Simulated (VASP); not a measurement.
Here is a VASP 6.6.1 calculation.

INCAR

```
SYSTEM = Be8H
PREC = Accurate
ENCUT = 600
EDIFF = 1E-7
ISMEAR = 0
SIGMA = 0.1
LREAL = .FALSE.
LASPH = .TRUE.
NELM = 60
ALGO = Normal
ISIF = 3
LWAVE = .FALSE.
LCHARG = .FALSE.
GGA = PE
IBRION = 2
NSW = 90
EDIFFG = -0.0325
```

KPOINTS

```
Automatic mesh
0
G
  4 6 6
  0 0 0
```

Contents of POSCAR:

```
Be8H
1.0
    4.9933945058      0.0000000000      0.0000000000
    0.0000000000      3.5385488382      0.0000000000
    0.0000000000      0.0000000000      3.5386912335
Be H
8 1
Direct
    0.3749996696      0.7499999139      0.7499924475
    0.8749996696      0.7499999139      0.7499924475
    0.1250003304      0.2500000861      0.7499924475
    0.6250003304      0.2500000861      0.7499924475
    0.1249996696      0.7500000861      0.2500075525
    0.6249996696      0.7500000861      0.2500075525
    0.3750003304      0.2499999139      0.2500075525
    0.8750003304      0.2499999139      0.2500075525
    0.2500000000      0.0000000000      0.0000000000
```

Potentials or basis: VASP PAW PBE potentials, release 64 (Be, H).

The run is started by

```console
$ cat potpaw_PBE.64/Be/POTCAR potpaw_PBE.64/H/POTCAR > POTCAR
$ mpirun -np 1 vasp_std > vasp.out
```

Task: What does it give for the band gap on the k mesh?

Result: Zero (an odd number of electrons rules out a gap without spin polarisation).

Task: What does it give for the space group after relaxing (to 0.1 Å)?

Result: P-42m (No. 111).

Task: Predict the relaxed volume.

Result: 7.68 Å³/atom.

Final structure:
```
Be H
1.0
     6.53540    0.00000    0.00000
     0.00000    3.25305    0.00000
     0.00000    0.00000    3.25313
Be H
8 1
Direct
  0.39630 0.74478 0.74477
  0.86733 0.74794 0.74794
  0.10370 0.25522 0.74477
  0.63267 0.25206 0.74794
  0.10370 0.74478 0.25523
  0.63267 0.74794 0.25206
  0.39630 0.25522 0.25523
  0.86733 0.25206 0.25206
  0.25000 0.00000 0.00000
```

Caveat: a cell axis changed by over 15 % at a fixed basis, so the end point is rough. PBE usually gives volumes a little too large and moduli too small.
